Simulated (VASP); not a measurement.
Si8C7 (a cell with a defect), 15 atoms in the cell. The cell holds a defect, 15 atoms: a = 6.152 Å, b = 5.328 Å, c = 5.048 Å, α = 90.00°, β = 90.00°, γ = 90.00°. 

```yaml
Program: VASP 6.6.1
Task: single point
Functional: PBE
Potentials_or_basis: VASP PAW PBE potentials, release 64 (Si, C)
Cutoff: 520 eV
k_mesh: 2 × 2 × 2
Occupations: gaussian, width 0.02 eV
Spin: no spin polarisation
Dipole_correction: no
Charge: -2
Further_INCAR_settings: ALGO = Normal; EDIFF = 1e-06; NBANDS = 43; NELECT = 62.0
```

Potentials or basis: VASP PAW PBE potentials, release 64 (Si, C).

Launch:

```console
$ cat potpaw_PBE.64/Si/POTCAR potpaw_PBE.64/C/POTCAR > POTCAR
$ mpirun -np 1 vasp_std > vasp.out
```

Hardware: 1 thread of Intel(R) Xeon(R) Platinum 8488C (Sapphire Rapids), on a shared host.

Q: How long does it take, and how much memory?

A: Wall time 37 s on 1 thread of Intel(R) Xeon(R) Platinum 8488C (Sapphire Rapids), on a shared host, peak memory 0.27 GiB. Counts: scf iterations 14, k points 8.
